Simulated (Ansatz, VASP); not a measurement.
# One calculation of Hf2Mo, two programs

```
Hf Mo
1.0
     1.63851    0.94599    6.60070
    -1.63851    0.94599    6.60070
     0.00000   -1.89199    6.60070
Hf Mo
2 1
Direct
  0.76896 0.76896 0.76896
  0.23104 0.23104 0.23104
  0.00000 0.00000 0.00000
```

Alike in both runs: functional PBE; k mesh 6 × 6 × 6; occupations gaussian, width 0.1 eV; no spin polarisation.

Ansatz relaxed the structure, and its values are those at the end. VASP's run is a single point on that final structure, the one shown.

|  | VASP | Ansatz |
| --- | --- | --- |
| version | VASP 6.6.1 | Ansatz 0.2.0 |
| potentials or method | VASP PAW PBE potentials, release 64 (Hf_pv, Mo_sv), cutoff 520 eV | scalar-relativistic, plane waves, PAW |
| valence electrons in the cell | 34 | 66 |

```csv
,VASP,Ansatz,Ansatz less VASP
gap on the k mesh at the Fermi level (eV),none,none,-
pressure (GPa),-0.4,0.0,+0.42
rms of the force components (eV/Å),0.019,0.001,-0.0187
```

A gap of «none» marks a metal or a gap that the smearing closes. With one functional, cell and mesh, what is left measures potentials, basis and numerics. VASP's potentials hold 34 valence electrons a cell and Ansatz's 66, so a difference there can come from the potentials and not from the codes.

The k mesh is coarse, so the values compare programs but aren't converged. Spin-orbit coupling is off throughout.
